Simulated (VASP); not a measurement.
A run of VASP 6.6.1:

Contents of INCAR:

```
SYSTEM = Mo
PREC = Accurate
ENCUT = 520
EDIFF = 1E-6
ISMEAR = -1
SIGMA = 0.1
LREAL = .FALSE.
LASPH = .TRUE.
NELM = 60
ALGO = Normal
ISIF = 2
LWAVE = .FALSE.
LCHARG = .FALSE.
NBANDS = 13
```

KPOINTS

```
regular mesh
0
G
  14 14 14
  0 0 0
```

Contents of POSCAR:

```
Mo
1.0
   -1.5565653770      1.5565653770      1.5565653770
    1.5565653770     -1.5565653770      1.5565653770
    1.5565653770      1.5565653770     -1.5565653770
Mo
1
Direct
    0.0000000000      0.0000000000      0.0000000000
```

Potentials or basis: VASP PAW LDA potentials, release 64 (Mo_sv).

Run with:

```sh
$ cat potpaw_LDA.64/Mo_sv/POTCAR > POTCAR
$ mpirun -np 1 vasp_std > vasp.out
```

Hardware: 1 thread of Intel(R) Xeon(R) 6975P-C (Granite Rapids), with other jobs on the host.

Q: How long does it take, and how much memory?

A: It took 10 s on 1 thread of Intel(R) Xeon(R) 6975P-C (Granite Rapids), with other jobs on the host, peak memory 0.13 GiB. Counts: scf iterations 11, k points 104.
